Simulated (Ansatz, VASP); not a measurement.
# One calculation of AgCl, two programs

INCAR

```
SYSTEM = AgCl
PREC = Accurate
ENCUT = 520
EDIFF = 1E-8
ISMEAR = -1
SIGMA = 0.02
LREAL = .FALSE.
LASPH = .TRUE.
NELM = 80
ALGO = Normal
ISIF = 2
LWAVE = .FALSE.
LCHARG = .FALSE.
GGA = CA
LEFG = .TRUE.
NBANDS = 16
```

The input KPOINTS:

```
regular mesh
0
G
  8 8 8
  0 0 0
```

Contents of POSCAR:

```
AgCl
1.0
    0.0277315000      2.7870157500      2.7870157500
    2.7870157500      0.0277315000      2.7870157500
    2.7870157500      2.7870157500      0.0277315000
Ag Cl
1 1
Direct
    0.5000000000      0.5000000000      0.5000000000
    0.0000000000      0.0000000000      0.0000000000
```

Input for Ansatz:

```yaml
crystal:
  lattice:
    - [0.0277315, 2.78701575, 2.78701575]
    - [2.78701575, 0.0277315, 2.78701575]
    - [2.78701575, 2.78701575, 0.0277315]
  atoms:
    - { symbol: Ag, position: [0.5, 0.5, 0.5] }
    - { symbol: Cl, position: [0.0, 0.0, 0.0] }
kpoints:
  mp_grid: { grid: [8, 8, 8] }
scf:
  occupations: { method: fermi_dirac, width: 0.02 }
hamiltonian:
  xc: lda
  pseudopotentials: { kind: all_electron, datasets: crystal }
output:
  forces: true
  stress: true
  eigenvalues: true
  efg: { contact_densities: true }
```

Change from the starting cell: equal xy, yz and zx shear strains of +1 %, crystal datasets.

Alike in both runs: task electric field gradients; functional LDA; k mesh 8 × 8 × 8; occupations fermi-dirac, width 0.02 eV; no spin polarisation.

|  | VASP | Ansatz |
| --- | --- | --- |
| version | VASP 6.6.1 | Ansatz 0.2.0 |
| potentials or method | VASP PAW LDA potentials, release 64 (Ag, Cl), cutoff 520 eV | all-electron PAW with datasets made for the crystal, scalar-relativistic |

|  | VASP | Ansatz | Ansatz less VASP |
| --- | --- | --- | --- |
| pressure (GPa) | -5.6 | -5.6 | +0.02 |
| traceless stress, the component that is largest in VASP (GPa) | -0.08 | -0.08 | 0.000 |
| size of Vzz on the site where it differs most (V/Å²) | 2.2 | 2.1 | -0.09 |

LDA's correlation is that of Perdew and Zunger in VASP and of Perdew and Wang (1992) in Ansatz. Ansatz ran all-electron here, and VASP with PAW potentials.
